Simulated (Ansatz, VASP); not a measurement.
Two plane-wave programs on Sb

The input INCAR:

```
SYSTEM = Sb
PREC = Accurate
ENCUT = 520
EDIFF = 1E-6
ISMEAR = 0
SIGMA = 0.15
LREAL = .FALSE.
LASPH = .TRUE.
NELM = 60
ALGO = Normal
ISIF = 2
LWAVE = .FALSE.
LCHARG = .FALSE.
GGA = PS
NBANDS = 12
```

KPOINTS

```
regular mesh
0
G
  18 18 10
  0 0 0
```

POSCAR

```
Sb
1.0
    3.3184651768      0.0000000000      0.0000000000
   -1.6592325884      2.9614043369      0.0000000000
    0.0000000000      0.0000000000      5.3300000000
Sb
2
Direct
    0.3333333333      0.6666666667      0.2500000000
    0.6666666667      0.3333333333      0.7500000000
```

Input for Ansatz:

```yaml
crystal:
  lattice:
    - [3.3184651768, 0.0, 0.0]
    - [-1.6592325884, 2.9614043369, 0.0]
    - [0.0, 0.0, 5.33]
  atoms:
    - { symbol: Sb, position: [0.3333333333, 0.6666666667, 0.25] }
    - { symbol: Sb, position: [0.6666666667, 0.3333333333, 0.75] }
basis:
  ecutwfc: 420
kpoints:
  mp_grid: { grid: [18, 18, 10] }
hamiltonian:
  xc: pbesol
scf:
  occupations: { method: gaussian, width: 0.15 }
output:
  forces: true
  stress: true
  eigenvalues: true
```

Change from the starting cell: strain -0.0150 x Voigt [1, -1, 0, 0, 0, 0], atoms carried along.

Alike in both runs: task single point; functional PBEsol; k mesh 18 × 18 × 10; occupations gaussian, width 0.15 eV; no spin polarisation.

|  | VASP | Ansatz |
| --- | --- | --- |
| version | VASP 6.6.1 | Ansatz 0.2.0 |
| potentials or method | VASP PAW PBE potentials, release 64 (Sb), cutoff 520 eV | scalar-relativistic, plane waves, PAW |
| valence electrons in the cell | 10 | 30 |

Ansatz gave:

| Item | Value |
| --- | --- |
| gap on the k mesh at the Fermi level (eV) | none |
| pressure (GPa) | -0.1 |
| traceless stress, the component that is largest in VASP (GPa) | 1.02 |
| rms of the force components (eV/Å) | 0.016 |

Q: What did VASP give for the same quantities?

A: gap on the k mesh at the Fermi level (eV): none; pressure (GPa): -0.1; traceless stress, the component that is largest in VASP (GPa): 1.03; rms of the force components (eV/Å): 0.016.

VASP's potentials were made for PBE, not for PBEsol. Atom by atom the forces differ by 0.001 eV/Å (rms over components). A gap of «none» marks a metal or a gap that the smearing closes. VASP's potentials hold 10 valence electrons a cell and Ansatz's 30, so a difference there can come from the potentials and not from the codes.

Spin-orbit coupling is off throughout.
